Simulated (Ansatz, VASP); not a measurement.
**Ti in VASP and in Ansatz**

The input INCAR:

```
SYSTEM = Ti
  ALGO = Normal
  EDIFF = 1E-6
  ENCUT = 520
  GGA = PS
  ISIF = 2
  ISMEAR = 0
  LASPH = .TRUE.
  LCHARG = .FALSE.
  LREAL = .FALSE.
  LWAVE = .FALSE.
  NBANDS = 19
  NELM = 100
  PREC = Accurate
  SIGMA = 0.1
```

Contents of KPOINTS:

```
k-points
0
G
  16 16 16
  0 0 0
```

The input POSCAR:

```
Ti
1.0
    3.1781298045      0.0000000000      0.0000000000
    0.0000000000      3.1781298045      0.0000000000
    0.0000000000      0.0000000000      3.1781298045
Ti
2
Direct
    0.0000000000      0.0000000000      0.0000000000
    0.5000000000      0.5000000000      0.5000000000
```

Input for Ansatz:

```yaml
crystal:
  lattice:
    - [3.1781298045, 0.0, 0.0]
    - [0.0, 3.1781298045, 0.0]
    - [0.0, 0.0, 3.1781298045]
  atoms:
    - { symbol: Ti, position: [0.0, 0.0, 0.0] }
    - { symbol: Ti, position: [0.5, 0.5, 0.5] }
basis:
  ecutwfc: 420
kpoints:
  mp_grid: { grid: [16, 16, 16] }
hamiltonian:
  xc: pbesol
scf:
  occupations: { method: gaussian, width: 0.1 }
output:
  forces: true
  stress: true
  eigenvalues: true
```

Change from the starting cell: equal strain along all axes, cell held, atoms relaxed: -1.0 %.

Alike in both runs: task single point; functional PBEsol; k mesh 16 × 16 × 16; occupations gaussian, width 0.1 eV; no spin polarisation.

|  | VASP | Ansatz |
| --- | --- | --- |
| version | VASP 6.6.1 | Ansatz 0.2.0 |
| potentials or method | VASP PAW PBE potentials, release 64 (Ti_sv), cutoff 520 eV | scalar-relativistic, plane waves, PAW |
| valence electrons in the cell | 24 | 24 |

VASP gave:

* gap on the k mesh at the Fermi level (eV): none
* pressure (GPa): 3.2

**Question.** Which values does Ansatz return?

**Answer.** gap on the k mesh at the Fermi level (eV): none; pressure (GPa): 3.5.

VASP's potentials were made for PBE, not for PBEsol. A gap of «none» marks a metal or a gap that the smearing closes.
